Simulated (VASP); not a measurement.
Here is a VASP 6.6.1 calculation.

Contents of INCAR:

```
ALGO = Normal ; EDIFF = 1E-7
ENCUT = 520 ; GGA = PE
ISIF = 2 ; ISMEAR = -1
LASPH = T ; LCHARG = F
LREAL = F ; LWAVE = F
NBANDS = 13 ; NELM = 60
PREC = Accurate ; SIGMA = 0.1
```

File KPOINTS:

```
k-points
0
Gamma
  15 15 8
```

File POSCAR:

```
S
1.0
    2.3237010994      0.0000000000      0.0000000000
   -1.1618505497      2.0123841829      0.0000000000
    0.0000000000      0.0000000000      3.1352797156
S
2
Direct
    0.3333333333      0.6666666667      0.2500000000
    0.6666666667      0.3333333333      0.7500000000
```

Potentials or basis: VASP PAW PBE potentials, release 64 (S).

Command:

```bash
$ cat potpaw_PBE.64/S/POTCAR > POTCAR
$ mpirun -np 1 vasp_std > vasp.out
```

Q: What does it give for the band gap on the k mesh?

A: Zero (band 6 reaches 27.98 eV, above the bottom of band 7 at 18.23 eV).

Q: What does it give for the pressure?

A: 279.8 GPa.

Stress tensor (GPa, compression positive):
```
280.10   0.00   0.00
  0.00 280.10   0.00
  0.00   0.00 279.10
```
